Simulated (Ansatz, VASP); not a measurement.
# GaN in VASP and in Ansatz

```xyz
4
Lattice="3.1482 0.0000 0.0000 -1.5741 2.7264 0.0000 0.0000 0.0000 5.1268" Properties=species:S:1:pos:R:3 pbc="T T T"
Ga    0.0000    1.8176   -0.0043
Ga    1.5741    0.9088    2.5591
N     0.0000    1.8176    1.9268
N     1.5741    0.9088    4.4902
```

Alike in both runs: task single point; functional r2SCAN; k mesh 8 × 8 × 4; no spin polarisation.

|  | VASP | Ansatz |
| --- | --- | --- |
| version | VASP 6.6.1 | Ansatz 0.2.0 |
| potentials or method | VASP PAW PBE potentials, release 64 (Ga_d, N_h) | PAW with Ansatz's default frozen-core files, scalar-relativistic |
| plane-wave cutoff (eV) | 910 | 500 |
| occupations | gaussian, width 0.01 eV | fixed |
| valence electrons in the cell | 36 | 36 |

|  | VASP | Ansatz | Ansatz less VASP |
| --- | --- | --- | --- |
| gap on the k mesh at the Fermi level (eV) | 2.57 | 2.58 | +0.011 |

VASP's potentials were made for PBE, not for r2SCAN.

Noted on VASP's run: the cutoff is short for stress, so the pressure is rough.
